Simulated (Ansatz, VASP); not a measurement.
WS2: VASP beside Ansatz

Contents of INCAR:

```
SYSTEM = WS2
PREC = Accurate ; ENCUT = 520
EDIFF = 1E-6 ; ISMEAR = -5
SIGMA = 0.05 ; LREAL = .FALSE.
LASPH = .TRUE. ; NELM = 150
ALGO = Normal ; ISIF = 2
LWAVE = .FALSE. ; LCHARG = .TRUE.
MAGMOM = 0 0 0 0 0 0 0 0 0 ; LORBIT = 11
LSORBIT = .TRUE. ; GGA_COMPAT = .FALSE.
LORBMOM = .TRUE. ; LMAXMIX = 4
GGA = PS ; LVHAR = .TRUE.
NBANDS = 39
```

KPOINTS

```
regular mesh
0
G
  7 7 7
  0 0 0
```

Contents of POSCAR:

```
WS2
1.0
    1.5576595461      0.8993151583      6.0800348339
   -1.5576595461      0.8993151583      6.0800348339
    0.0000000000     -1.7986303165      6.0800348339
W S
1 2
Direct
    0.0000000000      0.0000000000      0.0000000000
    0.5810000000      0.5810000000      0.5810000000
    0.7503000000      0.7503000000      0.7503000000
```

File input.yaml:

```yaml
crystal:
  lattice:
    - [1.5576595461, 0.8993151583, 6.0800348339]
    - [-1.5576595461, 0.8993151583, 6.0800348339]
    - [0.0, -1.7986303165, 6.0800348339]
  atoms:
    - { symbol: W, position: [0.0, 0.0, 0.0] }
    - { symbol: S, position: [0.581, 0.581, 0.581] }
    - { symbol: S, position: [0.7503, 0.7503, 0.7503] }
hamiltonian:
  xc: pbesol
  pseudopotentials: { kind: paw_fr }
magnetization:
  noncollinear: true
  spin_orbit: true
kpoints:
  mp_grid: { grid: [7, 7, 7] }
scf:
  occupations: { method: tetrahedron }
output:
  forces: true
  stress: true
```

Alike in both runs: task single point; functional PBEsol; k mesh 7 × 7 × 7; occupations tetrahedron; non-collinear spin, spin-orbit coupling.

|  | VASP | Ansatz |
| --- | --- | --- |
| version | VASP 6.6.1 | Ansatz 0.2.0 |
| potentials or method | VASP PAW PBE potentials, release 64 (W_sv, S) | Ansatz PAW |
| plane-wave cutoff (eV) | 520 | 420 |
| valence electrons in the cell | 26 | 26 |

|  | VASP | Ansatz | Ansatz less VASP |
| --- | --- | --- | --- |
| pressure (GPa) | 7.2 | 6.7 | -0.48 |
| traceless stress, the component that is largest in VASP (GPa) | 1.12 | 1.17 | +0.052 |
| rms of the force components (eV/Å) | 0.441 | 0.421 | -0.0194 |
| net moment per atom (μB) | 0.00 | 0.00 | 0.000 |

VASP's potentials were made for PBE, not for PBEsol. Atom by atom the forces differ by 0.024 eV/Å (rms over components). With one functional, cell and mesh, what is left measures potentials, basis and numerics.

Noted on Ansatz's run: odd divisions of the mesh miss points on the zone boundary, where band edges often lie, so the gap on the mesh can be too wide.
